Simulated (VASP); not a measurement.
# TaAs in VASP: notebook

The runs below take TaAs through single point, with PBEsol.

Program: VASP 6.6.1. These are calculated values, not measurements. Logs are shortened: lines on timing, memory, paths and dates and some standing lists are left out, and cuts for length are marked.

### 1 The cell of the first run

It takes space group I4mm (No. 107, tetragonal). The conventional cell has a = 3.679 Å, b = 3.679 Å, c = 5.203 Å, α = 90.00°, β = 90.00°, γ = 90.00°. Ta (site symmetry 4mm) has 6 As at 2.52 to 2.68 Å within 3.3 Å. Within 3.3 Å of As (site symmetry 4mm) lie 6 Ta at 2.52 to 2.68 Å.

### 2 Single point, PBEsol (atom 2 (As) moved 0.08 Å along y)

The input, INCAR:

```
SYSTEM = TaAs
ALGO = Normal
EDIFF = 1E-6
ENCUT = 520
GGA = PS
ISIF = 2
ISMEAR = 0
LASPH = .TRUE.
LCHARG = .FALSE.
LREAL = .FALSE.
LWAVE = .FALSE.
NBANDS = 15
NELM = 60
PREC = Accurate
SIGMA = 0.05
```

The input, KPOINTS:

```
k-points
0
G
  10 10 10
  0 0 0
```

The input, POSCAR:

```
TaAs
1.0
    0.0000000000      2.6016369085      2.6016369085
    2.6016369085      0.0000000000      2.6016369085
    2.6016369085      2.6016369085      0.0000000000
Ta As
1 1
Direct
    0.5000000000      0.5000000000      0.5000000000
    0.0153749356     -0.0153749356      0.0153749356
```

Potentials or basis: VASP PAW PBE potentials, release 64 (Ta_pv, As).

Started as:

```
cat potpaw_PBE.64/Ta_pv/POTCAR potpaw_PBE.64/As/POTCAR > POTCAR
mpirun -np 1 vasp_std > vasp.out
```

OUTCAR:

```text
SYSTEM = TaAs
   EDIFF = 1E-6
   ENCUT = 520
   GGA = PS
   ISIF = 2
   ISMEAR = 0
   LASPH = .TRUE.
   LREAL = .FALSE.
   NELM = 60
   PREC = Accurate

 ion  position               nearest neighbor table
   1  0.500  0.500  0.500-   2 2.52   2 2.60   2 2.60   2 2.60   2 2.60   2 2.68
   2  0.015  0.985  0.015-   1 2.52   1 2.60   1 2.60   1 2.60   1 2.60   1 2.68

  LATTYP: Found a face centered cubic cell.
 ALAT       =     5.2032738170

  Lattice vectors:

 A1 = (   0.0000000000,   2.6016369085,   2.6016369085)
 A2 = (   2.6016369085,   0.0000000000,   2.6016369085)
 A3 = (   2.6016369085,   2.6016369085,   0.0000000000)

Analysis of symmetry for initial positions (statically):
=====================================================================
 Subroutine PRICEL returns:
 Original cell was already a primitive cell.

 Routine SETGRP: Setting up the symmetry group for a
 face centered cubic supercell.

 Subroutine GETGRP returns: Found  8 space group operations
 (whereof  8 operations were pure point group operations)
 out of a pool of 48 trial point group operations.

The static configuration has the point symmetry C_4v.

Analysis of symmetry for dynamics (positions and initial velocities):
=====================================================================
 Subroutine PRICEL returns:
 Original cell was already a primitive cell.

 Routine SETGRP: Setting up the symmetry group for a
 face centered cubic supercell.

 Subroutine GETGRP returns: Found  8 space group operations
 (whereof  8 operations were pure point group operations)
 out of a pool of 48 trial point group operations.

The dynamic configuration has the point symmetry C_4v.

 Subroutine INISYM returns: Found  8 space group operations
 (whereof  8 operations are pure point group operations),
 and found     1 'primitive' translations

----------------------------------------------------------------------------------------

                                     Primitive cell

  volume of cell :      35.2184

  direct lattice vectors                    reciprocal lattice vectors
     0.000000000  2.601636909  2.601636909    -0.192186695  0.192186695  0.192186695
     2.601636909  0.000000000  2.601636909     0.192186695 -0.192186695  0.192186695
     2.601636909  2.601636909  0.000000000     0.192186695  0.192186695 -0.192186695

  length of vectors
     3.679270200  3.679270200  3.679270200     0.332877121  0.332877121  0.332877121

  position of ions in fractional coordinates (direct lattice)
[... 90 lines left out ...]
   NELECT =      16.0000    total number of electrons
   NUPDOWN=      -1.0000    fix difference up-down
   EMIN   =  10.00;   EMAX   =-10.00  energy-range for DOS
   EFERMI =   0.00;   METHOD = LEGACY
   ISMEAR =     0;   SIGMA  =   0.05  broadening in eV -4-tet -1-fermi 0-gaus
   EFERMI_NEDOS =   21; number of points for ismear=-14 and -15
   IALGO  =     38    algorithm
   IMIX   =      4    mixing-type and parameters
     AMIX     =   0.40;   BMIX     =  1.00
     AMIX_MAG =   1.60;   BMIX_MAG =  1.00
  volume/ion in A,a.u.               =      17.61       118.83
  Fermi-wavevector in a.u.,A,eV,Ry     =   1.258514  2.378247 21.549698  1.583858
  Thomas-Fermi vector in A             =   2.392120
   LORBIT       =      0    0 simple, 1 ext, 2 COOP (PROOUT), +10 PAW based schemes
   GGA     = PS    functional components
   LHFCALC =     F    Hartree Fock is set to
   AEXX    =    0.0000 exact exchange contribution
   IVDW    =     0    specifies the selected vdW correction
   LEPSILON=     F    determine dielectric tensor
   LRPA    =     F    only Hartree local field effects (RPA)
 non-spin polarized calculation
 Gauss-broadening in eV      SIGMA  =   0.05
  energy-cutoff  :      520.00
  volume of cell :       35.22
 maximum number of plane-waves:       962
   NGX = 13   NGY = 13   NGZ = 13

 number of electron      16.0000000 magnetization

 Free energy of the ion-electron system (eV)
  ---------------------------------------------------
  ext. energy  EPLUGINS =         0.00000000
  ---------------------------------------------------
  free energy    TOTEN  =       -17.66589927 eV

  energy without entropy =      -17.66457917  energy(sigma->0) =      -17.66523922

 E-fermi :   7.3989     XC(G=0): -11.9311

 val. band max:        7.3799509441   @ k =  -0.3000   0.2000   0.0000
 cond. band min:       7.4120171868   @ k =   0.2000  -0.3000   0.4000
 fundamental gap:      0.0320662427
 Fermi energy:         7.3989101115

 k-point     1 :       0.0000    0.0000    0.0000
  band No.  band energies     occupation
      1     -28.0363      2.00000
      2     -28.0325      2.00000
      3     -28.0325      2.00000
      4      -7.0722      2.00000
      5       5.6190      2.00000
      6       5.6190      2.00000
      7       5.7228      2.00000
      8       6.2011      2.00000
      9       6.5087      2.00000
     10       7.1265      2.00000
     11       7.1265      2.00000
     12       7.3530      1.80552
     13      11.4510      0.00000
     14      14.6834      0.00000
[... 401 lines left out ...]
      2     -28.0465      2.00000
      3     -28.0327      2.00000
      4      -6.6159      2.00000
      5       3.7468      2.00000
      6       4.3515      2.00000
      7       4.5972      2.00000
      8       5.9971      2.00000
      9       6.5892      2.00000
     10       7.5994      0.00000
     11       8.4592      0.00000
     12      10.1107      0.00000
     13      13.5089      0.00000
     14      15.6143      0.00000
     15      17.9712      0.00000

 [... further k-points ...]

------------------------ aborting loop because EDIFF is reached ----------------------------------------

  FORCE on cell =-STRESS in cart. coord.  units (eV):
  Direction    XX          YY          ZZ          XY          YZ          ZX
  --------------------------------------------------------------------------------------
  -------------------------------------------------------------------------------------
  Total        0.1105413      0.5777894      0.1105413      0.0000000      0.0000000      0.0000000
  in kB        5.0288066     26.2851287      5.0288066      0.0000000      0.0000000      0.0000000
  external PRESSURE =      12.1142473 kB  Pullay stress =       0.0000000 kB

 VOLUME and BASIS-vectors are now :
 -----------------------------------------------------------------------------
  energy-cutoff  :      520.00
  volume of cell :       35.22
      direct lattice vectors                 reciprocal lattice vectors
     0.000000000  2.601636909  2.601636909    -0.192186695  0.192186695  0.192186695
     2.601636909  0.000000000  2.601636909     0.192186695 -0.192186695  0.192186695
     2.601636909  2.601636909  0.000000000     0.192186695  0.192186695 -0.192186695

 POSITION                                       TOTAL-FORCE (eV/Angst)
 -----------------------------------------------------------------------------------
      2.60164      2.60164      2.60164         0.000000      0.644622      0.000000
      2.60164      0.08000      2.60164         0.000000     -0.644622      0.000000
 -----------------------------------------------------------------------------------
    total drift:                               -0.000000      0.000149     -0.000000

  FREE ENERGIE OF THE ION-ELECTRON SYSTEM (eV)
  ---------------------------------------------------
  free  energy   TOTEN  =       -17.6658992675 eV

  energy  without entropy=      -17.6645791730  energy(sigma->0) =      -17.66523922
```

OSZICAR:

```text
N       E                     dE             d eps       ncg     rms          rms(c)
DAV:   1     0.878860415966E+02    0.87886E+02   -0.86137E+03  3060   0.103E+03
DAV:   2    -0.162193799971E+02   -0.10411E+03   -0.98907E+02  3872   0.263E+02
DAV:   3    -0.186457076238E+02   -0.24263E+01   -0.23877E+01  3739   0.356E+01
DAV:   4    -0.186596044798E+02   -0.13897E-01   -0.13878E-01  3683   0.284E+00
DAV:   5    -0.186597006482E+02   -0.96168E-04   -0.96166E-04  3767   0.233E-01    0.145E+01
DAV:   6    -0.177063007560E+02    0.95340E+00   -0.15055E+00  3473   0.106E+01    0.591E+00
DAV:   7    -0.176747639387E+02    0.31537E-01   -0.12142E-01  3774   0.256E+00    0.252E+00
DAV:   8    -0.176660545908E+02    0.87093E-02   -0.10273E-02  3249   0.611E-01    0.187E-01
DAV:   9    -0.176659084179E+02    0.14617E-03   -0.64462E-04  3536   0.174E-01    0.999E-02
DAV:  10    -0.176659027786E+02    0.56393E-05   -0.98962E-05  3858   0.953E-02    0.116E-02
DAV:  11    -0.176659001023E+02    0.26763E-05   -0.44218E-06  3438   0.207E-02    0.100E-02
DAV:  12    -0.176658992675E+02    0.83484E-06   -0.52169E-07  1866   0.685E-03
   1 F= -.17665899E+02 E0= -.17665239E+02  d E =-.132009E-02
```

Run time: 33 s. Hardware: 1 thread of Intel Xeon Platinum 8488C (Sapphire Rapids), shared host; peak memory 0.19 GiB.

Results:

```
Free energy            : -17.6659 eV
Pressure               : 1.2 GPa
Largest force          : 0.645 eV/Å
Band gap on the k mesh : zero (band 8 reaches 8.29 eV, above the bottom of band 9 at 6.07 eV)
```

Forces on the atoms (eV/Å):
```
Ta   0.000  0.645  0.000
As   0.000 -0.645  0.000
```

Levels at points of the mesh, in eV from the Fermi level:
| k point | band 5 | band 6 | band 7 | band 8 | band 9 | band 10 | band 11 | band 12 |
| --- | --- | --- | --- | --- | --- | --- | --- | --- |
| (0.00, 0.00, 0.00) | -1.78 | -1.78 | -1.68 | -1.20 | -0.89 | -0.27 | -0.27 | -0.05 |
| (0.50, 0.00, 0.00) | -8.06 | -4.80 | -4.80 | 0.89 | 0.90 | 1.40 | 2.80 | 6.37 |
| (0.50, 0.50, 0.00) | -5.60 | -3.81 | -2.49 | -2.36 | 0.30 | 1.13 | 1.74 | 1.75 |
| (0.50, 0.00, 0.50) | -5.59 | -3.71 | -2.47 | -2.47 | 0.27 | 1.11 | 1.74 | 1.74 |

Caveat: the cell differs from its parent crystal (atom 2 (As) moved 0.08 Å along y); the PAW data sets were made with another functional, which shifts forces and pressure a little; spin-orbit coupling is left out, which moves the levels of the heavy elements.

### 3 Single point, PBEsol

The input, INCAR:

```
SYSTEM = TaAs
PREC = Accurate
ENCUT = 520
EDIFF = 1E-6
ISMEAR = 0
SIGMA = 0.05
LREAL = .FALSE.
LASPH = .TRUE.
NELM = 80
ALGO = Normal
ISIF = 2
LWAVE = .FALSE.
LCHARG = .FALSE.
GGA = PS
NBANDS = 15
```

The input, KPOINTS:

```
regular mesh
0
G
  10 10 10
  0 0 0
```

The input, POSCAR:

```
TaAs
1.0
    0.0000000000      2.6146450930      2.6146450930
    2.6016369085      0.0130081845      2.6016369085
    2.6016369085      2.6016369085      0.0130081845
Ta As
1 1
Direct
    0.5000000000      0.5000000000      0.5000000000
    0.0000000000      0.0000000000      0.0000000000
```

Potentials or basis: VASP PAW PBE potentials, release 64 (Ta_pv, As).

Started as:

```
cat potpaw_PBE.64/Ta_pv/POTCAR potpaw_PBE.64/As/POTCAR > POTCAR
mpirun -np 1 vasp_std > vasp.out
```

It took 50 s on 1 thread of Intel Xeon Platinum 8488C (Sapphire Rapids), shared host; peak memory 0.23 GiB.

It converged, with:

* Free energy: -17.6908 eV
* Pressure: 0.7 GPa
* Band gap on the k mesh: zero (band 8 reaches 8.28 eV, above the bottom of band 9 at 6.05 eV)

Stress tensor (GPa, compression positive):
```
 0.68  0.00  0.00
 0.00  0.66 -0.32
 0.00 -0.32  0.66
```

Levels at points of the mesh, in eV from the Fermi level:
| k point | band 5 | band 6 | band 7 | band 8 | band 9 | band 10 | band 11 | band 12 |
| --- | --- | --- | --- | --- | --- | --- | --- | --- |
| (0.00, 0.00, 0.00) | -1.75 | -1.70 | -1.64 | -0.91 | -0.91 | -0.45 | -0.40 | -0.35 |
| (0.50, 0.00, 0.00) | -8.09 | -4.82 | -4.77 | 0.83 | 0.91 | 1.38 | 2.84 | 6.41 |
| (0.00, 0.50, 0.00) | -8.07 | -4.88 | -4.82 | 0.87 | 0.93 | 1.42 | 2.78 | 6.35 |
| (0.50, 0.50, 0.00) | -5.61 | -3.73 | -2.49 | -2.49 | 0.25 | 1.10 | 1.73 | 1.74 |
| (0.00, 0.50, 0.50) | -5.61 | -3.73 | -2.56 | -2.42 | 0.25 | 1.11 | 1.73 | 1.73 |

Caveat: the PAW data sets were made with another functional, which shifts forces and pressure a little; spin-orbit coupling is left out, which moves the levels of the heavy elements.
